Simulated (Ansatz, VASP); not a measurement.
**One calculation of Hf, two programs**

```
Hf
1.0
     3.19670    0.00000    0.00000
    -1.59835    2.76842    0.00000
     0.00000    0.00000    5.05780
Hf
2
Cartesian
  1.5984 0.9228 3.7934
  0.0000 1.8456 1.2645
```

Alike in both runs: task relaxation of cell and atoms; functional PBEsol; k mesh 10 × 10 × 5; occupations fermi-dirac, width 0.05 eV; no spin polarisation.

|  | VASP | Ansatz |
| --- | --- | --- |
| version | VASP 6.6.1 | Ansatz 0.2.0 |
| potentials or method | VASP PAW PBE potentials, release 64 (Hf_pv) | Ansatz PAW |
| plane-wave cutoff (eV) | 600 | 420 |
| valence electrons in the cell | 20 | 52 |

```tsv
	VASP	Ansatz	Ansatz less VASP
relaxed volume (Å³/atom)	21.49	21.57	+0.079
relaxed cell length with the largest relative difference (Å)	4.984	4.991	+0.0063
```

VASP's potentials were made for PBE, not for PBEsol. VASP's potentials hold 20 valence electrons a cell and Ansatz's 52, so a difference there can come from the potentials and not from the codes.

Neither program's run includes spin-orbit coupling. Noted on Ansatz's run: the plane-wave basis is chosen anew once the cell has moved, so the energies of steps on either side of that aren't comparable.
